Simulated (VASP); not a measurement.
# SrO (d.b) (Fm-3m) in VASP: a series of runs

The runs below take SrO (d.b) through single point, with PBE+D3(BJ).

All numbers are computed with VASP 6.6.1; they aren't measurements. Logs are shortened: lines on timing, memory, paths and dates and some standing lists are left out, and cuts for length are marked.

**1. The cell of the first run**

Symmetry: Fm-3m, No. 225, cubic system. Conventional cell: a = 5.130 Å, b = 5.130 Å, c = 5.130 Å, α = 90.00°, β = 90.00°, γ = 90.00°. Sr (site symmetry m-3m) has 6 O at 2.56 Å within 3.4 Å. O (site symmetry m-3m) has 6 Sr at 2.56 Å within 3.4 Å.

**2. Single point, PBE+D3(BJ)**

The input, INCAR:

```
PREC = Accurate
ENCUT = 600
EDIFF = 1E-6
ISMEAR = 0
SIGMA = 0.1
LREAL = False
LASPH = True
NELM = 120
ALGO = Normal
ISIF = 2
LWAVE = False
LCHARG = True
GGA = PE
IVDW = 12
LELF = True
LVHAR = True
NBANDS = 15
GGA_COMPAT = False
```

The input, KPOINTS:

```
regular mesh
0
Gamma
  6 6 6
```

The input, POSCAR:

```
SrO
1.0
    0.0000000000      2.5650000000      2.5650000000
    2.5650000000      0.0000000000      2.5650000000
    2.5650000000      2.5650000000      0.0000000000
Sr O
1 1
Direct
    0.0000000000      0.0000000000      0.0000000000
    0.5000000000      0.5000000000      0.5000000000
```

Potentials or basis: VASP PAW PBE potentials, release 64 (Sr_sv, O).

Command:

```
cat potpaw_PBE.64/Sr_sv/POTCAR potpaw_PBE.64/O/POTCAR > POTCAR
mpirun -np 1 vasp_std > vasp.out
```

OUTCAR:

```text
PREC = Accurate
   ENCUT = 600
   EDIFF = 1E-6
   ISMEAR = 0
   LREAL = False
   LASPH = True
   NELM = 120
   ISIF = 2
   GGA = PE
   IVDW = 12
 IVDW          = 12

 ion  position               nearest neighbor table
   1  0.000  0.000  0.000-   2 2.56   2 2.56   2 2.56   2 2.56   2 2.56   2 2.56
   2  0.500  0.500  0.500-   1 2.56   1 2.56   1 2.56   1 2.56   1 2.56   1 2.56

  LATTYP: Found a face centered cubic cell.
 ALAT       =     5.1300000000

  Lattice vectors:

 A1 = (   0.0000000000,   2.5650000000,   2.5650000000)
 A2 = (   2.5650000000,   0.0000000000,   2.5650000000)
 A3 = (   2.5650000000,   2.5650000000,   0.0000000000)

Analysis of symmetry for initial positions (statically):
=====================================================================
 Subroutine PRICEL returns:
 Original cell was already a primitive cell.

 Routine SETGRP: Setting up the symmetry group for a
 face centered cubic supercell.

 Subroutine GETGRP returns: Found 48 space group operations
 (whereof 48 operations were pure point group operations)
 out of a pool of 48 trial point group operations.

The static configuration has the point symmetry O_h .

Analysis of symmetry for dynamics (positions and initial velocities):
=====================================================================
 Subroutine PRICEL returns:
 Original cell was already a primitive cell.

 Routine SETGRP: Setting up the symmetry group for a
 face centered cubic supercell.

 Subroutine GETGRP returns: Found 48 space group operations
 (whereof 48 operations were pure point group operations)
 out of a pool of 48 trial point group operations.

The dynamic configuration has the point symmetry O_h .

 Subroutine INISYM returns: Found 48 space group operations
 (whereof 48 operations are pure point group operations),
 and found     1 'primitive' translations

----------------------------------------------------------------------------------------

                                     Primitive cell

  volume of cell :      33.7514

  direct lattice vectors                    reciprocal lattice vectors
     0.000000000  2.565000000  2.565000000    -0.194931774  0.194931774  0.194931774
     2.565000000  0.000000000  2.565000000     0.194931774 -0.194931774  0.194931774
     2.565000000  2.565000000  0.000000000     0.194931774  0.194931774 -0.194931774

  length of vectors
     3.627457787  3.627457787  3.627457787     0.337631736  0.337631736  0.337631736

  position of ions in fractional coordinates (direct lattice)
     0.000000000  0.000000000  0.000000000
     0.500000000  0.500000000  0.500000000

  ion indices of the primitive-cell ions
   primitive index   ion index
                 1           1
                 2           2

----------------------------------------------------------------------------------------

 KPOINTS: regular mesh

Automatic generation of k-mesh.
 Grid dimensions read from file:
 generate k-points for:    6    6    6

 Generating k-lattice:

  Cartesian coordinates                     Fractional coordinates (reciprocal lattice)
    -0.032488629  0.032488629  0.032488629     0.166666667  0.000000000  0.000000000
     0.032488629 -0.032488629  0.032488629     0.000000000  0.166666667  0.000000000
     0.032488629  0.032488629 -0.032488629     0.000000000  0.000000000  0.166666667

  Length of vectors
     0.056271956  0.056271956  0.056271956

  Shift w.r.t. Gamma in fractional coordinates (k-lattice)
     0.000000000  0.000000000  0.000000000

 Subroutine IBZKPT returns following result:
 ===========================================

 Found     16 irreducible k-points:

 Following reciprocal coordinates:
            Coordinates               Weight
  0.000000  0.000000  0.000000      1.000000
  0.166667  0.000000  0.000000      8.000000
  0.333333  0.000000  0.000000      8.000000
  0.500000  0.000000  0.000000      4.000000
  0.166667  0.166667  0.000000      6.000000
  0.333333  0.166667  0.000000     24.000000
[... 8 lines left out ...]
 -0.333333  0.333333  0.166667     24.000000
 -0.333333  0.500000  0.166667     12.000000
   k-points           NKPTS =     16   k-points in BZ     NKDIM =     16   number of bands    NBANDS=     15
   number of dos      NEDOS =    301   number of ions     NIONS =      2
   total plane-waves  NPLWV =  27000
   dimension x,y,z NGX =    30 NGY =   30 NGZ =   30
   dimension x,y,z NGXF=    60 NGYF=   60 NGZF=   60
   ions per type =               1   1
   NGX,Y,Z   is equivalent  to a cutoff of  13.75, 13.75, 13.75 a.u.
   NGXF,Y,Z  is equivalent  to a cutoff of  27.50, 27.50, 27.50 a.u.
 SYSTEM =  unknown system
   PREC   = accura    normal or accurate (medium, high low for compatibility)
   ISTART =      0    job   : 0-new  1-cont  2-samecut
   ICHARG =      2    charge: 1-file 2-atom 10-const
   ISPIN  =      1    spin polarized calculation?
   LNONCOLLINEAR =      F non collinear calculations
   LSORBIT =      F    spin-orbit coupling
   LASPH  =      T    aspherical Exc in radial PAW
   ENCUT  =  600.0 eV  44.10 Ry    6.64 a.u.   7.24  7.24  7.24*2*pi/ulx,y,z
   NELM   =    120;   NELMIN=  2; NELMDL= -5     # of ELM steps
   EDIFF  = 0.1E-05   stopping-criterion for ELM
   LREAL  =      F    real-space projection
   EDIFFG = 0.1E-04   stopping-criterion for IOM
   NSW    =      0    number of steps for IOM
   IBRION =     -1    ionic relax: 0-MD 1-quasi-New 2-CG
   NFREE  =      0    steps in history (QN), initial steepest desc. (CG)
   ISIF   =      2    stress and relaxation
   ISYM   =      2    0-nonsym 1-usesym 2-fastsym
   POTIM  = 0.5000    time-step for ionic-motion
   TEBEG  =    0.0;   TEEND  =   0.0 temperature during run
   PSTRESS=    0.0 pullay stress
   NELECT =      16.0000    total number of electrons
   NUPDOWN=      -1.0000    fix difference up-down
   EMIN   =  10.00;   EMAX   =-10.00  energy-range for DOS
   EFERMI =   0.00;   METHOD = LEGACY
   ISMEAR =     0;   SIGMA  =   0.10  broadening in eV -4-tet -1-fermi 0-gaus
   EFERMI_NEDOS =   21; number of points for ismear=-14 and -15
   IALGO  =     38    algorithm
   IMIX   =      4    mixing-type and parameters
     AMIX     =   0.40;   BMIX     =  1.00
     AMIX_MAG =   1.60;   BMIX_MAG =  1.00
  volume/ion in A,a.u.               =      16.88       113.88
  Fermi-wavevector in a.u.,A,eV,Ry     =   1.276490  2.412217 22.169701  1.629427
  Thomas-Fermi vector in A             =   2.409143
   LORBIT       =      0    0 simple, 1 ext, 2 COOP (PROOUT), +10 PAW based schemes
   GGA     = PE    functional components
   LHFCALC =     F    Hartree Fock is set to
   AEXX    =    0.0000 exact exchange contribution
   IVDW    =    12    specifies the selected vdW correction
   LEPSILON=     F    determine dielectric tensor
   LRPA    =     F    only Hartree local field effects (RPA)
 non-spin polarized calculation
 Gauss-broadening in eV      SIGMA  =   0.10
  energy-cutoff  :      600.00
  volume of cell :       33.75
 maximum number of plane-waves:      1158
 NGX is ok and might be reduce to    30
   NGX = 15   NGY = 15   NGZ = 15

 number of electron      15.9999997 magnetization

 Free energy of the ion-electron system (eV)
  ---------------------------------------------------
  ext. energy  EPLUGINS =         0.00000000
  ---------------------------------------------------
  free energy    TOTEN  =       -12.03736177 eV

  energy without entropy =      -12.03736177  energy(sigma->0) =      -12.03736177

 E-fermi :   2.1622     XC(G=0): -10.0593

 val. band max:        1.6956058426   @ k =   0.0000   0.0000   0.0000
 cond. band min:       4.9572090071   @ k =   0.5000   0.5000   0.0000
 fundamental gap:      3.2616031645
 Fermi energy:         2.1621600166

 k-point     1 :       0.0000    0.0000    0.0000
  band No.  band energies     occupation
      1     -30.6684      2.00000
      2     -13.4034      2.00000
      3     -12.2989      2.00000
      4     -12.2989      2.00000
      5     -12.2989      2.00000
      6       1.6956      2.00000
      7       1.6956      2.00000
      8       1.6956      2.00000
      9       5.7300      0.00000
     10       7.9225      0.00000
     11       7.9225      0.00000
     12       7.9225      0.00000
     13      10.1055      0.00000
     14      10.1055      0.00000
     15      14.4433      0.00000

 k-point     2 :       0.1667    0.0000    0.0000
  band No.  band energies     occupation
      1     -30.6333      2.00000
      2     -13.9664      2.00000
      3     -12.3200      2.00000
      4     -12.3200      2.00000
      5     -11.8219      2.00000
      6       0.9709      2.00000
      7       1.3630      2.00000
      8       1.3630      2.00000
      9       6.8847      0.00000
     10       7.7246      0.00000
     11       8.4606      0.00000
     12       8.4606      0.00000
     13      10.8109      0.00000
     14      10.8109      0.00000
     15      16.1091      0.00000

 k-point     3 :       0.3333    0.0000    0.0000
  band No.  band energies     occupation
      1     -30.5620      2.00000
      2     -14.6625      2.00000
      3     -12.3614      2.00000
      4     -12.3614      2.00000
      5     -11.2983      2.00000
      6      -0.0633      2.00000
      7       0.7944      2.00000
      8       0.7944      2.00000
      9       7.9120      0.00000
     10       9.0363      0.00000
     11       9.7643      0.00000
     12       9.7643      0.00000
     13      12.3914      0.00000
     14      12.3914      0.00000
     15      17.6440      0.00000

 k-point     4 :       0.5000    0.0000    0.0000
  band No.  band energies     occupation
      1     -30.5257      2.00000
      2     -14.9383      2.00000
      3     -12.3817      2.00000
      4     -12.3817      2.00000
      5     -11.1089      2.00000
      6      -0.4876      2.00000
      7       0.5447      2.00000
      8       0.5447      2.00000
      9       8.2789      0.00000
     10      10.2103      0.00000
     11      10.5834      0.00000
     12      10.5834      0.00000
     13      13.6782      0.00000
     14      13.6782      0.00000
     15      16.5887      0.00000
[... 163 lines left out ...]
 k-point    14 :       0.5000    0.3333    0.1667
  band No.  band energies     occupation
      1     -30.5170      2.00000
      2     -14.4085      2.00000
      3     -12.7249      2.00000
      4     -12.5532      2.00000
      5     -11.6419      2.00000
      6       0.3521      2.00000
      7       0.8586      2.00000
      8       1.3373      2.00000
      9       6.7613      0.00000
     10       8.9739      0.00000
     11      10.5478      0.00000
     12      11.1694      0.00000
     13      12.5598      0.00000
     14      13.8547      0.00000
     15      16.1386      0.00000

 k-point    15 :      -0.3333    0.3333    0.1667
  band No.  band energies     occupation
      1     -30.4935      2.00000
      2     -14.3960      2.00000
      3     -12.8425      2.00000
      4     -12.6951      2.00000
      5     -11.6115      2.00000
      6       0.3590      2.00000
      7       1.0209      2.00000
      8       1.0850      2.00000
      9       7.9279      0.00000
     10       8.0554      0.00000
     11      10.7364      0.00000
     12      11.8445      0.00000
     13      13.2088      0.00000
     14      14.7726      0.00000
     15      15.4858      0.00000

 k-point    16 :      -0.3333    0.5000    0.1667
  band No.  band energies     occupation
      1     -30.4832      2.00000
      2     -13.9673      2.00000
      3     -13.1335      2.00000
      4     -12.8315      2.00000
      5     -11.9007      2.00000
      6       0.8046      2.00000
      7       1.2436      2.00000
      8       1.3620      2.00000
      9       6.3514      0.00000
     10       9.3125      0.00000
     11      10.2092      0.00000
     12      12.7542      0.00000
     13      12.8572      0.00000
     14      14.7595      0.00000
     15      15.2662      0.00000

------------------------ aborting loop because EDIFF is reached ----------------------------------------

 Edisp (eV)   -0.49508

 E8    (eV) :    -0.2414

  FORCE on cell =-STRESS in cart. coord.  units (eV):
  Direction    XX          YY          ZZ          XY          YZ          ZX
  --------------------------------------------------------------------------------------
  -------------------------------------------------------------------------------------
  Total       0.32643     0.32643     0.32643    -0.00000     0.00000    -0.00000
  in kB      15.49580    15.49580    15.49580    -0.00000     0.00000    -0.00000
  external pressure =       15.50 kB  Pullay stress =        0.00 kB

 VOLUME and BASIS-vectors are now :
 -----------------------------------------------------------------------------
  energy-cutoff  :      600.00
  volume of cell :       33.75
      direct lattice vectors                 reciprocal lattice vectors
     0.000000000  2.565000000  2.565000000    -0.194931774  0.194931774  0.194931774
     2.565000000  0.000000000  2.565000000     0.194931774 -0.194931774  0.194931774
     2.565000000  2.565000000  0.000000000     0.194931774  0.194931774 -0.194931774

 POSITION                                       TOTAL-FORCE (eV/Angst)
 -----------------------------------------------------------------------------------
      0.00000      0.00000      0.00000        -0.000000     -0.000000      0.000000
      2.56500      2.56500      2.56500         0.000000      0.000000     -0.000000
 -----------------------------------------------------------------------------------
    total drift:                                0.000000      0.000000      0.000000

  FREE ENERGIE OF THE ION-ELECTRON SYSTEM (eV)
  ---------------------------------------------------
  free  energy   TOTEN  =       -12.5324426477 eV

  energy  without entropy=      -12.5324426477  energy(sigma->0) =      -12.53244265
```

Wall time 12 s (1 thread of Intel Xeon Platinum 8375C at 2.90GHz (Ice Lake), shared host); peak memory 0.18 GiB.

Results:

```yaml
Free_energy: -12.5324 eV
Pressure: 1.5 GPa
Band_gap_on_the_k_mesh: 3.26 eV, indirect (least direct gap 3.34 eV)
Dispersion_energy_per_atom: -0.248 eV
```

A k mesh can miss the band edges. A hybrid or GW would open this gap; PBE tends to underestimate it.

**3. Single point, PBE+D3(BJ)**

This run uses another cell than the first one, of 17.07 Å³/atom, 1.011 times its volume.

The input, INCAR:

```
SYSTEM = SrO
PREC = Accurate
ENCUT = 600
EDIFF = 1E-6
ISMEAR = 0
SIGMA = 0.02
LREAL = .False.
LASPH = .True.
NELM = 120
ALGO = Normal
ISIF = 2
LWAVE = .False.
LCHARG = .True.
GGA = PE
IVDW = 12
LELF = .True.
LVHAR = .True.
NBANDS = 15
GGA_COMPAT = .False.
```

The input, KPOINTS:

```
regular mesh
0
Gamma
  8 8 8
  0 0 0
```

The input, POSCAR:

```
SrO
1.0
    0.0000000000      2.5746122220      2.5746122220
    2.5746122220      0.0000000000      2.5746122220
    2.5746122220      2.5746122220      0.0000000000
Sr O
1 1
Direct
    0.0000000000      0.0000000000      0.0000000000
    0.5000000000      0.5000000000      0.5000000000
```

Potentials or basis: VASP PAW PBE potentials, release 64 (Sr_sv, O).

Command:

```
cat potpaw_PBE.64/Sr_sv/POTCAR potpaw_PBE.64/O/POTCAR > POTCAR
mpirun -np 1 vasp_std > vasp.out
```

Wall time 20 s (1 thread of Intel Xeon Platinum 8375C at 2.90GHz (Ice Lake), shared host); peak memory 0.19 GiB.

Results (log left out):

```
Free energy                : -12.5353 eV
Pressure                   : 0.5 GPa
Band gap on the k mesh     : 3.27 eV, indirect (least direct gap 3.36 eV)
Dispersion energy per atom : -0.245 eV
```

Levels at points of the mesh, in eV from the valence-band top:
| k point | band 6 | band 7 | band 8 | band 9 | band 10 | band 11 |
| --- | --- | --- | --- | --- | --- | --- |
| (0.00, 0.00, 0.00) | 0.00 | 0.00 | 0.00 | 3.95 | 6.20 | 6.20 |
| (0.50, 0.00, 0.00) | -2.16 | -1.13 | -1.13 | 6.53 | 8.42 | 8.82 |
| (0.50, 0.50, 0.00) | -0.44 | -0.09 | -0.09 | 3.27 | 7.77 | 10.15 |
